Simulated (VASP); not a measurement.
Write the native input for VASP 6.6.1 that does the following.

| Property | Result |
| --- | --- |
| Task | single point |
| Functional | PBE |
| Potentials or basis | VASP PAW PBE potentials, release 64 (Ni) |
| Cutoff | 520 eV |
| k mesh | 12 × 12 × 12 |
| Occupations | fermi-dirac, width 0.1 eV |
| Spin | collinear spin, ferromagnetic start |
| Starting moments | [0.24] μB |
| Fixed moment | 0.24 μB |
| Dipole correction | no |
| Further INCAR settings | ALGO = Normal; EDIFF = 1e-06; NBANDS = 15 |

The structure of Ni lies in POSCAR:

```
Ni
1.0
    0.0000000000      1.7668500000      1.7668500000
    1.7668500000      0.0000000000      1.7668500000
    1.7668500000      1.7668500000      0.0000000000
Ni
1
Direct
    0.0000000000      0.0000000000      0.0000000000
```

These files were run (other wordings do the same):

INCAR

```
SYSTEM = Ni
ALGO = Normal
EDIFF = 1E-6
ENCUT = 520
GGA = PE
ISIF = 2
ISMEAR = -1
ISPIN = 2
LASPH = .True.
LCHARG = .True.
LELF = .True.
LMAXMIX = 4
LORBIT = 11
LREAL = .False.
LVHAR = .True.
LWAVE = .False.
MAGMOM = 0.24
NBANDS = 15
NELM = 150
NUPDOWN = 0.24
PREC = Accurate
SIGMA = 0.1
```

KPOINTS

```
k-points
0
Gamma
  12 12 12
  0 0 0
```

Potentials or basis: VASP PAW PBE potentials, release 64 (Ni).

The run is started by

```bash
$ cat potpaw_PBE.64/Ni/POTCAR > POTCAR
$ mpirun -np 1 vasp_std > vasp.out
```

Results of the run:

* Pressure: -3.0 GPa
* Net moment: 0.24 μB per cell
* Site moments: Ni +0.25 μB
* Valence electrons inside the program's atomic spheres: Ni 9.29

Caveat: the total moment is fixed, so each spin has its own Fermi level.

It took 22 s on 1 thread of Intel(R) Xeon(R) Platinum 8259CL CPU @ 2.50GHz (Skylake/Cascade Lake), on a shared host, peak memory 0.14 GiB.
